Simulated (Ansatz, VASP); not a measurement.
**Ge2Sb2Te5 in VASP and in Ansatz**

```
Te Sb Ge
1.0
     6.85447   -3.10020    0.00000
     6.82381    3.03181    0.00000
    -6.83098    0.03415    6.84761
Te Sb Ge
5 2 2
Direct
  0.59470 0.59470 0.38643
  0.79529 0.79529 0.19611
  0.00832 0.00832 0.00643
  0.20652 0.20652 0.80980
  0.39996 0.39996 0.59712
  0.90171 0.90171 0.58787
  0.11187 0.11187 0.41735
  0.28429 0.28429 0.18783
  0.49734 0.49734 0.01104
```

Alike in both runs: task single point; functional PBE; k mesh 4 × 4 × 3; occupations fermi-dirac, width 0.05 eV; no spin polarisation.

|  | VASP | Ansatz |
| --- | --- | --- |
| version | VASP 6.6.1 | Ansatz 0.2.0 |
| potentials or method | VASP PAW PBE potentials, release 64 (Te, Sb, Ge_d) | Ansatz PAW |
| plane-wave cutoff (eV) | 520 | 420 |
| valence electrons in the cell | 68 | 138 |

VASP gave:

```
pressure (GPa)                                                : -0.2
traceless stress, the component that is largest in VASP (GPa) : 0.15
rms of the force components (eV/Å)                            : 0.043
```

Question: Estimate Ansatz's values.

Answer: Pressure (GPa): -0.1; traceless stress, the component that is largest in VASP (GPa): 0.15; rms of the force components (eV/Å): 0.046.

Atom by atom the forces differ by 0.005 eV/Å (rms over components). VASP's potentials hold 68 valence electrons a cell and Ansatz's 138, so a difference there can come from the potentials and not from the codes.

Spin-orbit coupling is off throughout.
